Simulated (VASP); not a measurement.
The system is SnIrS3.

```xyz
5
Lattice="4.4277 0.0000 0.0000 0.0000 4.4277 0.0000 0.0000 0.0000 5.7353" Properties=species:S:1:pos:R:3 pbc="T T T"
Sn    0.0000    0.0000    0.7412
Ir    2.2139    2.2139    3.1717
S     2.2139    2.2139    5.3981
S     0.0000    2.2139    2.3990
S     2.2139    0.0000    2.3990
```

* Program: VASP 6.6.1
* Task: relaxation of cell and atoms
* Functional: PBE
* Potentials or basis: VASP PAW PBE potentials, release 64 (Sn_d, Ir, S)
* Cutoff: 600 eV
* k mesh: 8 × 8 × 8
* Occupations: gaussian, width 0.1 eV
* Spin: no spin polarisation

At the start: pressure 0.0 GPa; volume 22.49 Å³/atom.

Question: How do energy, volume and symmetry change on relaxing?

Answer: Over 12 steps the energy falls by 4.1 meV/atom and the volume is 22.46 Å³/atom (-0.1 %); space group P4mm (No. 99, to 0.1 Å) before and after.

Step by step:
```csv
step,energy change (eV),largest force (eV/Å),pressure (GPa),volume (Å³)
1,0.0000,0.3183,0.03,112.44
2,-0.0070,0.1335,-0.08,112.51
3,-0.0127,0.2766,-0.32,112.67
4,-0.0157,0.2525,-0.20,112.55
5,-0.0189,0.1974,0.12,112.21
6,-0.0189,0.2017,0.09,112.25
7,-0.0198,0.1152,0.03,112.33
8,-0.0203,0.0484,-0.03,112.46
9,-0.0203,0.0507,-0.02,112.46
10,-0.0204,0.0367,-0.06,112.45
11,-0.0205,0.0057,-0.06,112.41
12,-0.0206,0.0099,0.01,112.31
```

Final structure:
```cif
data_structure
_symmetry_space_group_name_H-M 'P 1'
_symmetry_Int_Tables_number 1
_cell_length_a 4.4788
_cell_length_b 4.4788
_cell_length_c 5.5986
_cell_angle_alpha 90.000
_cell_angle_beta 90.000
_cell_angle_gamma 90.000
_cell_volume 112.31
loop_
_atom_site_label
_atom_site_type_symbol
_atom_site_fract_x
_atom_site_fract_y
_atom_site_fract_z
_atom_site_occupancy
Sn1 Sn 0.00000 0.00000 0.13500 1
Ir1 Ir 0.50000 0.50000 0.54351 1
S1 S 0.50000 0.50000 0.94278 1
S2 S 0.00000 0.50000 0.41935 1
S3 S 0.50000 0.00000 0.41935 1
```
